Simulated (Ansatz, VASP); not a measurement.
Pt in VASP and in Ansatz

The input INCAR:

```
SYSTEM = Pt
ALGO = Fast ; EDIFF = 1E-7
ENCUT = 520 ; GGA = CA
ISIF = 2 ; ISMEAR = 0
LASPH = .True. ; LCHARG = .True.
LELF = .True. ; LREAL = .False.
LVHAR = .True. ; LWAVE = .False.
NBANDS = 11 ; NELM = 100
PREC = Accurate ; SIGMA = 0.15
```

KPOINTS

```
k-points
0
Gamma
  22 22 22
  0 0 0
```

The input POSCAR:

```
Pt
1.0
    0.0000000000      1.9227426955      2.1755833599
    1.9227426955      0.0000000000      2.1755833599
    1.9227426955      1.9227426955      0.0000000000
Pt
1
Direct
    0.0000000000      0.0000000000      0.0000000000
```

Input for Ansatz:

```yaml
crystal:
  lattice:
    - [0.0, 1.9227426955, 2.1755833599]
    - [1.9227426955, 0.0, 2.1755833599]
    - [1.9227426955, 1.9227426955, 0.0]
  atoms:
    - { symbol: Pt, position: [0.0, 0.0, 0.0] }
basis:
  ecutwfc: 420
kpoints:
  mp_grid: { grid: [22, 22, 22] }
hamiltonian:
  xc: lda
scf:
  occupations: { method: gaussian, width: 0.15 }
output:
  forces: true
  stress: true
  eigenvalues: true
```

Alike in both runs: task single point; functional LDA; k mesh 22 × 22 × 22; occupations gaussian, width 0.15 eV; no spin polarisation.

|  | VASP | Ansatz |
| --- | --- | --- |
| version | VASP 6.6.1 | Ansatz 0.2.0 |
| potentials or method | VASP PAW LDA potentials, release 64 (Pt), cutoff 520 eV | scalar-relativistic, plane waves, PAW |
| valence electrons in the cell | 10 | 18 |

Ansatz gave:

```
gap on the k mesh at the Fermi level (eV)                     : none
pressure (GPa)                                                : -19.1
traceless stress, the component that is largest in VASP (GPa) : -8.24
```

Problem. What did VASP give for the same quantities?

Solution. gap on the k mesh at the Fermi level (eV): none; pressure (GPa): -18.5; traceless stress, the component that is largest in VASP (GPa): -8.27.

LDA's correlation is that of Perdew and Zunger in VASP and of Perdew and Wang (1992) in Ansatz. A gap of «none» marks a metal or a gap that the smearing closes. VASP's potentials hold 10 valence electrons a cell and Ansatz's 18, so a difference there can come from the potentials and not from the codes.

Neither program's run includes spin-orbit coupling.
